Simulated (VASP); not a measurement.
Pb8F15 (a cell with a defect), 23 atoms in the cell. The cell holds a defect, 23 atoms: a = 7.521 Å, b = 7.521 Å, c = 8.674 Å, α = 90.10°, β = 90.10°, γ = 109.57°. 

| Property | Result |
| --- | --- |
| Program | VASP 6.6.1 |
| Task | single point |
| Functional | PBE |
| Dispersion | D3(BJ) |
| Potentials or basis | VASP PAW PBE potentials, release 64 (Pb_d, F) |
| Cutoff | 520 eV |
| k mesh | 1 × 1 × 1 |
| Occupations | fermi-dirac, width 0.05 eV |
| Spin | no spin polarisation |
| Dipole correction | no |
| Further INCAR settings | LREAL = Auto; ALGO = Normal; EDIFF = 1e-07; NBANDS = 126 |

Potentials or basis: VASP PAW PBE potentials, release 64 (Pb_d, F).

Command:

```console
$ cat potpaw_PBE.64/Pb_d/POTCAR potpaw_PBE.64/F/POTCAR > POTCAR
$ mpirun -np 1 vasp_gam > vasp.out
```

Hardware: 1 thread of Intel(R) Xeon(R) Platinum 8259CL CPU @ 2.50GHz (Skylake/Cascade Lake), on a shared host.

Question: Estimate the wall time of this run.

Answer: Wall time 2.2 min on 1 thread of Intel(R) Xeon(R) Platinum 8259CL CPU @ 2.50GHz (Skylake/Cascade Lake), with other jobs on the host, peak memory 0.45 GiB. Counts: scf iterations 21, k points 1.
